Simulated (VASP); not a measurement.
# SnSe2 (P-3m1) in VASP: single point with PBE

Aim: the single point of SnSe2 with PBE.

All numbers are computed with VASP 6.6.1; they aren't measurements. Logs are shortened: lines on timing, memory, paths and dates and some standing lists are left out, and cuts for length are marked.

### 1 The cell of the first run

Symmetry: P-3m1, No. 164, trigonal system. Conventional cell: a = 3.811 Å, b = 3.811 Å, c = 6.136 Å, α = 90.00°, β = 90.00°, γ = 120.00°. Within 3.5 Å of Sn (site symmetry -3m) lie 6 Se at 2.68 Å. Within 3.5 Å of Se (site symmetry 3m) lie 3 Sn at 2.68 Å.

### 2 Single point, PBE

INCAR

```
ALGO     = Normal         # electronic algorithm
EDIFF    = 1E-6           # SCF threshold, eV
ENCUT    = 520            # plane-wave cutoff, eV
GGA      = PE             # functional
ISIF     = 2              # what is computed and relaxed
ISMEAR   = 1              # smearing method
LASPH    = True           # aspherical terms in the spheres
LCHARG   = False          # write CHGCAR
LREAL    = False          # projectors in reciprocal space
LWAVE    = False          # write WAVECAR
NBANDS   = 20             # bands
NELM     = 60             # most SCF steps
PREC     = Accurate       # precision mode
SIGMA    = 0.01           # smearing width, eV
```

KPOINTS

```
k-points
0
Gamma
  6 6 4
```

POSCAR

```
SnSe2
1.0
    3.8110000000      0.0000000000      0.0000000000
   -1.9055000000      3.3004228100      0.0000000000
    0.0000000000      0.0000000000      6.1360000000
Sn Se
1 2
Direct
    0.0000000000      0.0000000000      0.0000000000
    0.3333333300      0.6666666700      0.2490000000
    0.6666666700      0.3333333300      0.7510000000
```

Potentials or basis: VASP PAW PBE potentials, release 64 (Sn_d, Se).

Run with:

```console
$ cat potpaw_PBE.64/Sn_d/POTCAR potpaw_PBE.64/Se/POTCAR > POTCAR
$ mpirun -np 1 vasp_std > vasp.out
```

OUTCAR:

```text
EDIFF = 1E-6
   ENCUT = 520
   GGA = PE
   ISIF = 2
   ISMEAR = 1
   LASPH = True
   LREAL = False
   NELM = 60
   PREC = Accurate

 ion  position               nearest neighbor table
   1  0.000  0.000  0.000-   2 2.68   3 2.68   2 2.68   3 2.68   3 2.68   2 2.68
   2  0.333  0.667  0.249-   1 2.68   1 2.68   1 2.68
   3  0.667  0.333  0.751-   1 2.68   1 2.68   1 2.68

  LATTYP: Found a hexagonal cell.
 ALAT       =     3.8110000000
 C/A-ratio  =     1.6100760955

  Lattice vectors:

 A1 = (   3.8110000000,   0.0000000000,   0.0000000000)
 A2 = (  -1.9055000000,   3.3004228100,   0.0000000000)
 A3 = (   0.0000000000,   0.0000000000,   6.1360000000)

Analysis of symmetry for initial positions (statically):
=====================================================================
 Subroutine PRICEL returns:
 Original cell was already a primitive cell.

 Routine SETGRP: Setting up the symmetry group for a
 hexagonal supercell.

 Subroutine GETGRP returns: Found 12 space group operations
 (whereof 12 operations were pure point group operations)
 out of a pool of 24 trial point group operations.

The static configuration has the point symmetry D_3d.

Analysis of symmetry for dynamics (positions and initial velocities):
=====================================================================
 Subroutine PRICEL returns:
 Original cell was already a primitive cell.

 Routine SETGRP: Setting up the symmetry group for a
 hexagonal supercell.

 Subroutine GETGRP returns: Found 12 space group operations
 (whereof 12 operations were pure point group operations)
 out of a pool of 24 trial point group operations.

The dynamic configuration has the point symmetry D_3d.

 Subroutine INISYM returns: Found 12 space group operations
 (whereof 12 operations are pure point group operations),
 and found     1 'primitive' translations

----------------------------------------------------------------------------------------

                                     Primitive cell

  volume of cell :      77.1781

  direct lattice vectors                    reciprocal lattice vectors
     3.811000000  0.000000000  0.000000000     0.262398321  0.151495741  0.000000000
    -1.905500000  3.300422810  0.000000000     0.000000000  0.302991482  0.000000000
     0.000000000  0.000000000  6.136000000     0.000000000  0.000000000  0.162972621

  length of vectors
     3.811000000  3.810999997  6.136000000     0.302991482  0.302991482  0.162972621

  position of ions in fractional coordinates (direct lattice)
     0.000000000  0.000000000  0.000000000
     0.333333330  0.666666670  0.249000000
     0.666666670  0.333333330  0.751000000

  ion indices of the primitive-cell ions
   primitive index   ion index
                 1           1
                 2           2
                 3           3

----------------------------------------------------------------------------------------

 KPOINTS: k-points

Automatic generation of k-mesh.
 Grid dimensions read from file:
 generate k-points for:    6    6    4

 Generating k-lattice:

  Cartesian coordinates                     Fractional coordinates (reciprocal lattice)
     0.043733053  0.025249290  0.000000000     0.166666667  0.000000000  0.000000000
     0.000000000  0.050498580  0.000000000     0.000000000  0.166666667  0.000000000
     0.000000000  0.000000000  0.040743155     0.000000000  0.000000000  0.250000000

  Length of vectors
     0.050498580  0.050498580  0.040743155

  Shift w.r.t. Gamma in fractional coordinates (k-lattice)
     0.000000000  0.000000000  0.000000000

 Subroutine IBZKPT returns following result:
 ===========================================

 Found     24 irreducible k-points:

 Following reciprocal coordinates:
            Coordinates               Weight
  0.000000  0.000000  0.000000      1.000000
  0.166667 -0.000000  0.000000      6.000000
  0.333333 -0.000000  0.000000      6.000000
  0.500000 -0.000000  0.000000      3.000000
  0.166667  0.166667  0.000000      6.000000
  0.333333  0.166667  0.000000     12.000000
[... 16 lines left out ...]
  0.333333  0.166667  0.500000     12.000000
  0.333333  0.333333  0.500000      2.000000
   k-points           NKPTS =     24   k-points in BZ     NKDIM =     24   number of bands    NBANDS=     20
   number of dos      NEDOS =    301   number of ions     NIONS =      3
   total plane-waves  NPLWV =  37632
   dimension x,y,z NGX =    28 NGY =   28 NGZ =   48
   dimension x,y,z NGXF=    56 NGYF=   56 NGZF=   96
   ions per type =               1   2
   NGX,Y,Z   is equivalent  to a cutoff of  12.21, 12.21, 13.00 a.u.
   NGXF,Y,Z  is equivalent  to a cutoff of  24.43, 24.43, 26.01 a.u.
 SYSTEM =  unknown system
   PREC   = accura    normal or accurate (medium, high low for compatibility)
   ISTART =      0    job   : 0-new  1-cont  2-samecut
   ICHARG =      2    charge: 1-file 2-atom 10-const
   ISPIN  =      1    spin polarized calculation?
   LNONCOLLINEAR =      F non collinear calculations
   LSORBIT =      F    spin-orbit coupling
   LASPH  =      T    aspherical Exc in radial PAW
   ENCUT  =  520.0 eV  38.22 Ry    6.18 a.u.   7.09  7.09 11.41*2*pi/ulx,y,z
   NELM   =     60;   NELMIN=  2; NELMDL= -5     # of ELM steps
   EDIFF  = 0.1E-05   stopping-criterion for ELM
   LREAL  =      F    real-space projection
   EDIFFG = 0.1E-04   stopping-criterion for IOM
   NSW    =      0    number of steps for IOM
   IBRION =     -1    ionic relax: 0-MD 1-quasi-New 2-CG
   NFREE  =      0    steps in history (QN), initial steepest desc. (CG)
   ISIF   =      2    stress and relaxation
   ISYM   =      2    0-nonsym 1-usesym 2-fastsym
   POTIM  = 0.5000    time-step for ionic-motion
   TEBEG  =    0.0;   TEEND  =   0.0 temperature during run
   PSTRESS=    0.0 pullay stress
   NELECT =      26.0000    total number of electrons
   NUPDOWN=      -1.0000    fix difference up-down
   EMIN   =  10.00;   EMAX   =-10.00  energy-range for DOS
   EFERMI =   0.00;   METHOD = LEGACY
   ISMEAR =     1;   SIGMA  =   0.01  broadening in eV -4-tet -1-fermi 0-gaus
   EFERMI_NEDOS =   21; number of points for ismear=-14 and -15
   IALGO  =     38    algorithm
   IMIX   =      4    mixing-type and parameters
     AMIX     =   0.40;   BMIX     =  1.00
     AMIX_MAG =   1.60;   BMIX_MAG =  1.00
  volume/ion in A,a.u.               =      25.73       173.61
  Fermi-wavevector in a.u.,A,eV,Ry     =   1.139116  2.152617 17.654722  1.297585
  Thomas-Fermi vector in A             =   2.275820
   LORBIT       =      0    0 simple, 1 ext, 2 COOP (PROOUT), +10 PAW based schemes
   GGA     = PE    functional components
   LHFCALC =     F    Hartree Fock is set to
   AEXX    =    0.0000 exact exchange contribution
   IVDW    =     0    specifies the selected vdW correction
   LEPSILON=     F    determine dielectric tensor
   LRPA    =     F    only Hartree local field effects (RPA)
 non-spin polarized calculation
 Methfessel and Paxton  Order N= 1 SIGMA  =   0.01
  energy-cutoff  :      520.00
  volume of cell :       77.18
 maximum number of plane-waves:      2109
   NGX = 15   NGY = 15   NGZ = 23

 number of electron      26.0000006 magnetization

 Free energy of the ion-electron system (eV)
  ---------------------------------------------------
  ext. energy  EPLUGINS =         0.00000000
  ---------------------------------------------------
  free energy    TOTEN  =       -11.73726328 eV

  energy without entropy =      -11.73726328  energy(sigma->0) =      -11.73726328

 E-fermi :   4.2376     XC(G=0):  -9.4534

 val. band max:        4.1708087222   @ k =   0.0000   0.0000   0.0000
 cond. band min:       4.9858931858   @ k =   0.5000  -0.0000   0.2500
 fundamental gap:      0.8150844635
 Fermi energy:         4.2376018952

 k-point     1 :       0.0000    0.0000    0.0000
  band No.  band energies     occupation
      1     -17.0980      2.00000
      2     -17.0980      2.00000
      3     -17.0600      2.00000
      4     -17.0445      2.00000
      5     -17.0445      2.00000
      6      -9.8266      2.00000
[... 12 lines left out ...]
     19      13.1124      0.00000
     20      13.1124      0.00000

 k-point     2 :       0.1667   -0.0000    0.0000
  band No.  band energies     occupation
      1     -17.1121      2.00000
      2     -17.0896      2.00000
      3     -17.0542      2.00000
      4     -17.0479      2.00000
      5     -17.0417      2.00000
      6      -9.5508      2.00000
[... 12 lines left out ...]
     19      12.4450      0.00000
     20      13.3778      0.00000

 k-point     3 :       0.3333   -0.0000    0.0000
  band No.  band energies     occupation
      1     -17.1432      2.00000
      2     -17.0803      2.00000
      3     -17.0625      2.00000
      4     -17.0315      2.00000
      5     -17.0286      2.00000
      6      -8.8112      2.00000
[... 12 lines left out ...]
     19      13.1156      0.00000
     20      13.9723      0.00000

 k-point     4 :       0.5000   -0.0000    0.0000
  band No.  band energies     occupation
      1     -17.1593      2.00000
      2     -17.0789      2.00000
      3     -17.0672      2.00000
      4     -17.0223      2.00000
      5     -17.0187      2.00000
      6      -8.1628      2.00000
[... 12 lines left out ...]
     19      14.1817      0.00000
     20      14.8216      0.00000

 k-point     5 :       0.1667    0.1667    0.0000
  band No.  band energies     occupation
      1     -17.1284      2.00000
      2     -17.0882      2.00000
      3     -17.0541      2.00000
      4     -17.0462      2.00000
      5     -17.0291      2.00000
      6      -9.0369      2.00000
[... 12 lines left out ...]
     19      11.1840      0.00000
     20      14.3628      0.00000

 k-point     6 :       0.3333    0.1667    0.0000
  band No.  band energies     occupation
      1     -17.1440      2.00000
      2     -17.0915      2.00000
      3     -17.0581      2.00000
      4     -17.0324      2.00000
      5     -17.0211      2.00000
      6      -8.2392      2.00000
[... 12 lines left out ...]
     19      12.6915      0.00000
     20      14.2059      0.00000

 k-point     7 :       0.3333    0.3333    0.0000
  band No.  band energies     occupation
      1     -17.1200      2.00000
      2     -17.1200      2.00000
      3     -17.0406      2.00000
      4     -17.0406      2.00000
      5     -17.0266      2.00000
      6      -7.6940      2.00000
[... 12 lines left out ...]
     19      12.5725      0.00000
     20      12.5725      0.00000
[... 277 lines left out ...]
 k-point    20 :       0.3333   -0.0000    0.5000
  band No.  band energies     occupation
      1     -17.1434      2.00000
      2     -17.0803      2.00000
      3     -17.0625      2.00000
      4     -17.0314      2.00000
      5     -17.0286      2.00000
      6      -8.6670      2.00000
[... 12 lines left out ...]
     19      13.8271      0.00000
     20      14.0019      0.00000

 k-point    21 :       0.5000   -0.0000    0.5000
  band No.  band energies     occupation
      1     -17.1595      2.00000
      2     -17.0790      2.00000
      3     -17.0673      2.00000
      4     -17.0222      2.00000
      5     -17.0187      2.00000
      6      -8.0677      2.00000
[... 12 lines left out ...]
     19      14.0406      0.00000
     20      14.9205      0.00000

 k-point    22 :       0.1667    0.1667    0.5000
  band No.  band energies     occupation
      1     -17.1286      2.00000
      2     -17.0883      2.00000
      3     -17.0542      2.00000
      4     -17.0462      2.00000
      5     -17.0291      2.00000
      6      -8.8833      2.00000
[... 12 lines left out ...]
     19      12.2145      0.00000
     20      13.3433      0.00000

 k-point    23 :       0.3333    0.1667    0.5000
  band No.  band energies     occupation
      1     -17.1442      2.00000
      2     -17.0916      2.00000
      3     -17.0581      2.00000
      4     -17.0323      2.00000
      5     -17.0210      2.00000
      6      -8.1342      2.00000
[... 12 lines left out ...]
     19      12.6232      0.00000
     20      13.8335      0.00000

 k-point    24 :       0.3333    0.3333    0.5000
  band No.  band energies     occupation
      1     -17.1202      2.00000
      2     -17.1202      2.00000
      3     -17.0406      2.00000
      4     -17.0406      2.00000
      5     -17.0265      2.00000
      6      -7.6797      2.00000
[... 12 lines left out ...]
     19      13.1683      0.00000
     20      13.2465      0.00000

------------------------ aborting loop because EDIFF is reached ----------------------------------------

  FORCE on cell =-STRESS in cart. coord.  units (eV):
  Direction    XX          YY          ZZ          XY          YZ          ZX
  --------------------------------------------------------------------------------------
  -------------------------------------------------------------------------------------
  Total        2.5082039      2.5082039      3.1646074     -0.0000000      0.0000000      0.0000000
  in kB       52.0690360     52.0690359     65.6956388     -0.0000000      0.0000000      0.0000000
  external PRESSURE =      56.6112369 kB  Pullay stress =       0.0000000 kB

 VOLUME and BASIS-vectors are now :
 -----------------------------------------------------------------------------
  energy-cutoff  :      520.00
  volume of cell :       77.18
      direct lattice vectors                 reciprocal lattice vectors
     3.811000000  0.000000000  0.000000000     0.262398321  0.151495741  0.000000000
    -1.905500000  3.300422810  0.000000000     0.000000000  0.302991482  0.000000000
     0.000000000  0.000000000  6.136000000     0.000000000  0.000000000  0.162972621

 POSITION                                       TOTAL-FORCE (eV/Angst)
 -----------------------------------------------------------------------------------
      0.00000      0.00000      0.00000         0.000000      0.000000      0.000000
     -0.00000      2.20028      1.52786        -0.000000      0.000000      0.796016
      1.90550      1.10014      4.60814         0.000000     -0.000000     -0.796016
 -----------------------------------------------------------------------------------
    total drift:                               -0.000000     -0.000000      0.000000

  FREE ENERGIE OF THE ION-ELECTRON SYSTEM (eV)
  ---------------------------------------------------
  free  energy   TOTEN  =       -11.7372632847 eV

  energy  without entropy=      -11.7372632847  energy(sigma->0) =      -11.73726328
```

Wall time 18 s (1 thread of Intel Xeon Platinum 8488C (Sapphire Rapids), shared host); peak memory 0.2 GiB.

What came out:

- Free energy: -11.7373 eV
- Pressure: 5.7 GPa
- Largest force: 0.796 eV/Å
- Band gap on the k mesh: 0.82 eV, indirect (least direct gap 1.09 eV)

Forces on the atoms (eV/Å):
```
Sn   0.000  0.000  0.000
Se   0.000  0.000  0.796
Se   0.000  0.000 -0.796
```

Stress tensor (GPa, compression positive):
```
5.21 0.00 0.00
0.00 5.21 0.00
0.00 0.00 6.57
```

Levels at points of the mesh, in eV from the valence-band top:
| k point | band 10 | band 11 | band 12 | band 13 | band 14 | band 15 | band 16 | band 17 |
| --- | --- | --- | --- | --- | --- | --- | --- | --- |
| (0.00, 0.00, 0.00) | -0.70 | -0.39 | -0.39 | 0.00 | 1.09 | 2.95 | 4.64 | 4.64 |
| (0.50, 0.00, 0.00) | -2.90 | -2.68 | -1.19 | -0.30 | 1.16 | 3.80 | 5.45 | 5.49 |
| (0.00, 0.00, 0.50) | -0.79 | -0.79 | -0.24 | -0.24 | 2.45 | 2.92 | 4.37 | 4.37 |
| (0.50, 0.00, 0.50) | -2.51 | -1.99 | -0.83 | -0.69 | 0.87 | 4.26 | 4.85 | 5.84 |

Caveat: spin-orbit coupling is left out, which moves the levels of the heavy elements; this functional lacks dispersion, which binds the layers, so the pressure and a relaxed spacing across them are unreliable. A k mesh can miss the band edges.
